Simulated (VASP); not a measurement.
**Ir2C3: single point with PBE**

Ir2C3:

```
CELL_PARAMETERS angstrom
-2.32501 2.32501 2.58114
2.32501 -2.32501 2.58114
2.32501 2.32501 -2.58114
ATOMIC_POSITIONS crystal
Ir 0.18795 0.18795 0.00000
Ir 0.81205 0.81205 0.00000
C 0.50000 0.00000 0.50000
C 0.00000 0.50000 0.50000
C 0.50000 0.50000 0.00000
```

The cell was built from a structure type or drawn by symmetry, and may not be a known phase.

* Program: VASP 6.6.1
* Task: single point
* Functional: PBE
* Potentials or basis: VASP PAW PBE potentials, release 64 (Ir_sv_GW, C)
* Cutoff: 600 eV
* k mesh: 6 × 6 × 6
* Occupations: gaussian, width 0.1 eV
* Spin: no spin polarisation
* Dipole correction: no
* Further INCAR settings: ALGO = Normal; EDIFF = 1e-06; NBANDS = 31

```yaml
Pressure: 77.5 GPa
Largest_force: 11.887 eV/Å
Band_gap_on_the_k_mesh: zero (bands 23 and 24 overlap by 0.66 eV)
```

Forces on the atoms (eV/Å):
```
Ir    0.000   0.000  11.887
Ir    0.000   0.000 -11.887
C     0.000   0.000   0.000
C     0.000   0.000   0.000
C     0.000   0.000   0.000
```

Stress tensor (GPa, compression positive):
```
-13.71   0.00   0.00
  0.00 -13.71   0.00
  0.00   0.00 259.78
```

Levels at points of the mesh, in eV from the Fermi level:
| k point | band 21 | band 22 | band 23 | band 24 | band 25 | band 26 |
| --- | --- | --- | --- | --- | --- | --- |
| (0.00, 0.00, 0.00) | -0.78 | -0.78 | -0.19 | 0.99 | 0.99 | 2.08 |
| (0.50, 0.00, 0.00) | -1.84 | -1.21 | 0.10 | 0.25 | 1.58 | 1.76 |
| (0.50, 0.50, 0.00) | -1.59 | -0.86 | 0.16 | 0.17 | 0.89 | 1.11 |
| (0.50, 0.50, 0.50) | -1.03 | -0.62 | -0.50 | -0.50 | 1.30 | 1.30 |

It took 52 s on 1 thread of Intel(R) Xeon(R) Platinum 8488C (Sapphire Rapids), with other jobs on the host, peak memory 0.24 GiB.

Caveat: the cell stands under pressure; spin-orbit coupling is left out, which moves the levels of the heavy elements; forces of over 1 eV/Å act on the atoms, so gaps and moduli don't describe the material at rest.
